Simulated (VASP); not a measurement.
# Ca in VASP: single point with LDA

Aim: the single point of Ca with LDA.

Everything below comes from runs of VASP 6.6.1. Logs are shortened: lines on timing, memory, paths and dates and some standing lists are left out, and cuts for length are marked.

### Step 1. The cell of the first run

The cell holds a slab with vacuum, 2 atoms: a = 3.637 Å, b = 3.637 Å, c = 11.336 Å, α = 90.00°, β = 90.00°, γ = 120.00°.

### Step 2. Single point, LDA

INCAR reads:

```
SYSTEM = Ca
PREC = Accurate
ENCUT = 520
EDIFF = 1E-6
ISMEAR = -1
SIGMA = 0.15
LREAL = .False.
LASPH = .True.
NELM = 60
ALGO = Normal
ISIF = 2
LWAVE = .False.
LCHARG = .False.
NBANDS = 17
```

KPOINTS reads:

```
Automatic mesh
0
Gamma
  7 7 2
  0 0 0
```

POSCAR reads:

```
Ca
1.0
    3.6366940000      0.0000000000      0.0000000000
   -1.8183470000      3.1494690000      0.0000000000
    0.0000000000      0.0000000000     11.3355990000
Ca
2
Direct
    0.6666666667      0.3333333333      0.6430200000
    0.3333333333      0.6666666667      0.3569800000
```

Potentials or basis: VASP PAW LDA potentials, release 64 (Ca_sv).

Command:

```
> cat potpaw_LDA.64/Ca_sv/POTCAR > POTCAR
> mpirun -np 1 vasp_std > vasp.out
```

OUTCAR:

```text
SYSTEM = Ca
   PREC = Accurate
   ENCUT = 520
   EDIFF = 1E-6
   ISMEAR = -1
   LREAL = .False.
   LASPH = .True.
   NELM = 60
   ISIF = 2

 ion  position               nearest neighbor table
   1  0.667  0.333  0.643-
   2  0.333  0.667  0.357-

  LATTYP: Found a hexagonal cell.
 ALAT       =     3.6366940000
 C/A-ratio  =     3.1170065450

  Lattice vectors:

 A1 = (   3.6366940000,   0.0000000000,   0.0000000000)
 A2 = (  -1.8183470000,   3.1494690000,   0.0000000000)
 A3 = (   0.0000000000,   0.0000000000,  11.3355990000)

Analysis of symmetry for initial positions (statically):
=====================================================================
 Subroutine PRICEL returns:
 Original cell was already a primitive cell.

 Routine SETGRP: Setting up the symmetry group for a
 hexagonal supercell.

 Subroutine GETGRP returns: Found 12 space group operations
 (whereof 12 operations were pure point group operations)
 out of a pool of 24 trial point group operations.

The static configuration has the point symmetry D_3d.

Analysis of symmetry for dynamics (positions and initial velocities):
=====================================================================
 Subroutine PRICEL returns:
 Original cell was already a primitive cell.

 Routine SETGRP: Setting up the symmetry group for a
 hexagonal supercell.

 Subroutine GETGRP returns: Found 12 space group operations
 (whereof 12 operations were pure point group operations)
 out of a pool of 24 trial point group operations.

The dynamic configuration has the point symmetry D_3d.

 Subroutine INISYM returns: Found 12 space group operations
 (whereof 12 operations are pure point group operations),
 and found     1 'primitive' translations

----------------------------------------------------------------------------------------

                                     Primitive cell

  volume of cell :     129.8340

  direct lattice vectors                    reciprocal lattice vectors
     3.636694000  0.000000000  0.000000000     0.274975019  0.158756921  0.000000000
    -1.818347000  3.149469000  0.000000000     0.000000000  0.317513841  0.000000000
     0.000000000  0.000000000 11.335599000     0.000000000  0.000000000  0.088217658

  length of vectors
     3.636694000  3.636693662 11.335599000     0.317513812  0.317513841  0.088217658

  position of ions in fractional coordinates (direct lattice)
     0.666666667  0.333333333  0.643020000
     0.333333333  0.666666667  0.356980000

  ion indices of the primitive-cell ions
   primitive index   ion index
                 1           1
                 2           2

----------------------------------------------------------------------------------------

 KPOINTS: Automatic mesh

Automatic generation of k-mesh.
 Grid dimensions read from file:
 generate k-points for:    7    7    2

 Generating k-lattice:

  Cartesian coordinates                     Fractional coordinates (reciprocal lattice)
     0.039282146  0.022679560  0.000000000     0.142857143  0.000000000  0.000000000
     0.000000000  0.045359120  0.000000000     0.000000000  0.142857143  0.000000000
     0.000000000  0.000000000  0.044108829     0.000000000  0.000000000  0.500000000

  Length of vectors
     0.045359116  0.045359120  0.044108829

  Shift w.r.t. Gamma in fractional coordinates (k-lattice)
     0.000000000  0.000000000  0.000000000

 Subroutine IBZKPT returns following result:
 ===========================================

 Found     16 irreducible k-points:

 Following reciprocal coordinates:
            Coordinates               Weight
  0.000000  0.000000  0.000000      1.000000
  0.142857 -0.000000  0.000000      6.000000
  0.285714  0.000000  0.000000      6.000000
  0.428571  0.000000  0.000000      6.000000
  0.142857  0.142857  0.000000      6.000000
  0.285714  0.142857  0.000000     12.000000
[... 8 lines left out ...]
  0.428571  0.142857  0.500000      6.000000
  0.285714  0.285714  0.500000      6.000000
   k-points           NKPTS =     16   k-points in BZ     NKDIM =     16   number of bands    NBANDS=     17
   number of dos      NEDOS =    301   number of ions     NIONS =      2
   total plane-waves  NPLWV =  65856
   dimension x,y,z NGX =    28 NGY =   28 NGZ =   84
   dimension x,y,z NGXF=    56 NGYF=   56 NGZF=  168
   ions per type =               2
   NGX,Y,Z   is equivalent  to a cutoff of  12.80, 12.80, 12.32 a.u.
   NGXF,Y,Z  is equivalent  to a cutoff of  25.60, 25.60, 24.64 a.u.
 SYSTEM =  Ca
   PREC   = accura    normal or accurate (medium, high low for compatibility)
   ISTART =      0    job   : 0-new  1-cont  2-samecut
   ICHARG =      2    charge: 1-file 2-atom 10-const
   ISPIN  =      1    spin polarized calculation?
   LNONCOLLINEAR =      F non collinear calculations
   LSORBIT =      F    spin-orbit coupling
   LASPH  =      T    aspherical Exc in radial PAW
   ENCUT  =  520.0 eV  38.22 Ry    6.18 a.u.   6.76  6.76 21.08*2*pi/ulx,y,z
   NELM   =     60;   NELMIN=  2; NELMDL= -5     # of ELM steps
   EDIFF  = 0.1E-05   stopping-criterion for ELM
   LREAL  =      F    real-space projection
   EDIFFG = 0.1E-04   stopping-criterion for IOM
   NSW    =      0    number of steps for IOM
   IBRION =     -1    ionic relax: 0-MD 1-quasi-New 2-CG
   NFREE  =      0    steps in history (QN), initial steepest desc. (CG)
   ISIF   =      2    stress and relaxation
   ISYM   =      2    0-nonsym 1-usesym 2-fastsym
   POTIM  = 0.5000    time-step for ionic-motion
   TEBEG  =    0.0;   TEEND  =   0.0 temperature during run
   PSTRESS=    0.0 pullay stress
   NELECT =      20.0000    total number of electrons
   NUPDOWN=      -1.0000    fix difference up-down
   EMIN   =  10.00;   EMAX   =-10.00  energy-range for DOS
   EFERMI =   0.00;   METHOD = LEGACY
   ISMEAR =    -1;   SIGMA  =   0.15  broadening in eV -4-tet -1-fermi 0-gaus
   EFERMI_NEDOS =   21; number of points for ismear=-14 and -15
   IALGO  =     38    algorithm
   IMIX   =      4    mixing-type and parameters
     AMIX     =   0.40;   BMIX     =  1.00
     AMIX_MAG =   1.60;   BMIX_MAG =  1.00
  volume/ion in A,a.u.               =      64.92       438.08
  Fermi-wavevector in a.u.,A,eV,Ry     =   0.877584  1.658393 10.478574  0.770153
  Thomas-Fermi vector in A             =   1.997553
   LORBIT       =      0    0 simple, 1 ext, 2 COOP (PROOUT), +10 PAW based schemes
   GGA     = CA    functional components
   LHFCALC =     F    Hartree Fock is set to
   AEXX    =    0.0000 exact exchange contribution
   IVDW    =     0    specifies the selected vdW correction
   LEPSILON=     F    determine dielectric tensor
   LRPA    =     F    only Hartree local field effects (RPA)
 non-spin polarized calculation
  energy-cutoff  :      520.00
  volume of cell :      129.83
 maximum number of plane-waves:      3522
 NGX is ok and might be reduce to    28
   NGX = 13   NGY = 13   NGZ = 43

 number of electron      20.0000003 magnetization

 Free energy of the ion-electron system (eV)
  ---------------------------------------------------
  ext. energy  EPLUGINS =         0.00000000
  ---------------------------------------------------
  free energy    TOTEN  =        -3.61995919 eV

  energy without entropy =       -3.42446579  energy(sigma->0) =       -3.52221249

 E-fermi :   0.1372     XC(G=0):  -5.9959

 val. band max:        0.0156944409   @ k =   0.1429  -0.0000   0.0000
 cond. band min:       0.1915871068   @ k =   0.0000   0.0000   0.5000
 fundamental gap:      0.1758926659
 Fermi energy:         0.1371641441

 k-point     1 :       0.0000    0.0000    0.0000
  band No.  band energies     occupation
      1     -41.4175      2.00000
      2     -41.4090      2.00000
      3     -22.8009      2.00000
      4     -22.7144      2.00000
      5     -22.5733      2.00000
      6     -22.5733      2.00000
[... 9 lines left out ...]
     16       2.5588      0.00000
     17       2.5588      0.00000

 k-point     2 :       0.1429   -0.0000    0.0000
  band No.  band energies     occupation
      1     -41.4124      2.00000
      2     -41.4046      2.00000
      3     -22.7913      2.00000
      4     -22.7131      2.00000
      5     -22.6159      2.00000
      6     -22.6078      2.00000
[... 9 lines left out ...]
     16       2.7230      0.00000
     17       2.8264      0.00000

 k-point     3 :       0.2857    0.0000    0.0000
  band No.  band energies     occupation
      1     -41.4007      2.00000
      2     -41.3950      2.00000
      3     -22.7710      2.00000
      4     -22.7283      2.00000
      5     -22.7019      2.00000
      6     -22.6929      2.00000
[... 9 lines left out ...]
     16       3.0464      0.00000
     17       3.0565      0.00000

 k-point     4 :       0.4286    0.0000    0.0000
  band No.  band energies     occupation
      1     -41.3909      2.00000
      2     -41.3876      2.00000
      3     -22.7967      2.00000
      4     -22.7890      2.00000
      5     -22.7336      2.00000
      6     -22.7050      2.00000
[... 9 lines left out ...]
     16       2.9032      0.00000
     17       2.9890      0.00000

 k-point     5 :       0.1429    0.1429    0.0000
  band No.  band energies     occupation
      1     -41.4040      2.00000
      2     -41.3976      2.00000
      3     -22.7759      2.00000
      4     -22.7156      2.00000
      5     -22.6733      2.00000
      6     -22.6720      2.00000
[... 9 lines left out ...]
     16       3.0255      0.00000
     17       3.0919      0.00000

 k-point     6 :       0.2857    0.1429    0.0000
  band No.  band energies     occupation
      1     -41.3932      2.00000
      2     -41.3892      2.00000
      3     -22.7686      2.00000
      4     -22.7588      2.00000
      5     -22.7305      2.00000
      6     -22.7021      2.00000
[... 9 lines left out ...]
     16       2.7162      0.00000
     17       3.1555      0.00000

 k-point     7 :       0.4286    0.1429    0.0000
  band No.  band energies     occupation
      1     -41.3880      2.00000
      2     -41.3858      2.00000
      3     -22.7933      2.00000
      4     -22.7849      2.00000
      5     -22.7267      2.00000
      6     -22.7086      2.00000
[... 9 lines left out ...]
     16       3.0123      0.00000
     17       3.2215      0.00000

 k-point     8 :       0.2857    0.2857    0.0000
  band No.  band energies     occupation
      1     -41.3866      2.00000
      2     -41.3851      2.00000
      3     -22.7648      2.00000
      4     -22.7573      2.00000
      5     -22.7272      2.00000
      6     -22.7099      2.00000
[... 9 lines left out ...]
     16       2.9940      0.00000
     17       3.0827      0.00000

 k-point     9 :       0.0000    0.0000    0.5000
  band No.  band energies     occupation
      1     -41.4175      2.00000
      2     -41.4090      2.00000
      3     -22.8009      2.00000
      4     -22.7144      2.00000
      5     -22.5733      2.00000
      6     -22.5733      2.00000
[... 9 lines left out ...]
     16       2.5588      0.00000
     17       2.5588      0.00000

 k-point    10 :       0.1429   -0.0000    0.5000
  band No.  band energies     occupation
      1     -41.4124      2.00000
      2     -41.4046      2.00000
      3     -22.7913      2.00000
      4     -22.7131      2.00000
      5     -22.6160      2.00000
      6     -22.6079      2.00000
[... 9 lines left out ...]
     16       2.7231      0.00000
     17       2.8264      0.00000

 k-point    11 :       0.2857    0.0000    0.5000
  band No.  band energies     occupation
      1     -41.4007      2.00000
      2     -41.3950      2.00000
      3     -22.7710      2.00000
      4     -22.7283      2.00000
      5     -22.7019      2.00000
      6     -22.6929      2.00000
[... 9 lines left out ...]
     16       2.8479      0.00000
     17       3.0568      0.00000

 k-point    12 :       0.4286    0.0000    0.5000
  band No.  band energies     occupation
      1     -41.3909      2.00000
      2     -41.3876      2.00000
      3     -22.7967      2.00000
      4     -22.7890      2.00000
      5     -22.7337      2.00000
      6     -22.7050      2.00000
[... 9 lines left out ...]
     16       2.9037      0.00000
     17       3.0486      0.00000

 k-point    13 :       0.1429    0.1429    0.5000
  band No.  band energies     occupation
      1     -41.4040      2.00000
      2     -41.3976      2.00000
      3     -22.7759      2.00000
      4     -22.7156      2.00000
      5     -22.6733      2.00000
      6     -22.6720      2.00000
[... 9 lines left out ...]
     16       2.8975      0.00000
     17       3.0437      0.00000

 k-point    14 :       0.2857    0.1429    0.5000
  band No.  band energies     occupation
      1     -41.3932      2.00000
      2     -41.3892      2.00000
      3     -22.7686      2.00000
      4     -22.7588      2.00000
      5     -22.7305      2.00000
      6     -22.7021      2.00000
[... 9 lines left out ...]
     16       2.8557      0.00000
     17       2.9816      0.00000

 k-point    15 :       0.4286    0.1429    0.5000
  band No.  band energies     occupation
      1     -41.3880      2.00000
      2     -41.3858      2.00000
      3     -22.7933      2.00000
      4     -22.7849      2.00000
      5     -22.7267      2.00000
      6     -22.7086      2.00000
[... 9 lines left out ...]
     16       3.0807      0.00000
     17       3.2193      0.00000

 k-point    16 :       0.2857    0.2857    0.5000
  band No.  band energies     occupation
      1     -41.3866      2.00000
      2     -41.3851      2.00000
      3     -22.7648      2.00000
      4     -22.7573      2.00000
      5     -22.7272      2.00000
      6     -22.7099      2.00000
[... 9 lines left out ...]
     16       2.9771      0.00000
     17       3.1597      0.00000

------------------------ aborting loop because EDIFF is reached ----------------------------------------

  FORCE on cell =-STRESS in cart. coord.  units (eV):
  Direction    XX          YY          ZZ          XY          YZ          ZX
  --------------------------------------------------------------------------------------
  -------------------------------------------------------------------------------------
  Total        0.9877111      0.9877109     -0.8595369      0.0000000      0.0000000      0.0000000
  in kB       12.1885476     12.1885445    -10.6068526      0.0000000      0.0000000      0.0000000
  external PRESSURE =       4.5900798 kB  Pullay stress =       0.0000000 kB

 VOLUME and BASIS-vectors are now :
 -----------------------------------------------------------------------------
  energy-cutoff  :      520.00
  volume of cell :      129.83
      direct lattice vectors                 reciprocal lattice vectors
     3.636694000  0.000000000  0.000000000     0.274975019  0.158756921  0.000000000
    -1.818347000  3.149469000  0.000000000     0.000000000  0.317513841  0.000000000
     0.000000000  0.000000000 11.335599000     0.000000000  0.000000000  0.088217658

 POSITION                                       TOTAL-FORCE (eV/Angst)
 -----------------------------------------------------------------------------------
      1.81835      1.04982      7.28902        -0.000000     -0.000000     -0.218078
     -0.00000      2.09965      4.04658         0.000000      0.000000      0.218078
 -----------------------------------------------------------------------------------
    total drift:                               -0.000000      0.000000     -0.000000

  FREE ENERGIE OF THE ION-ELECTRON SYSTEM (eV)
  ---------------------------------------------------
  free  energy   TOTEN  =        -3.6199591947 eV

  energy  without entropy=       -3.4244657928  energy(sigma->0) =       -3.52221249
```

Run time: 29 s. Hardware: 1 thread of Intel Xeon Platinum 8259CL at 2.50GHz (Skylake/Cascade Lake), shared host; peak memory 0.2 GiB.

Results:

| Property | Result |
| --- | --- |
| Free energy | -3.6200 eV |
| Largest force | 0.218 eV/Å |
| Band gap on the k mesh | zero (bands 10 and 11 overlap by 0.59 eV) |

Forces in eV/Å, atoms in the order of the input:
```
Ca   0.000  0.000 -0.218
Ca   0.000  0.000  0.218
```
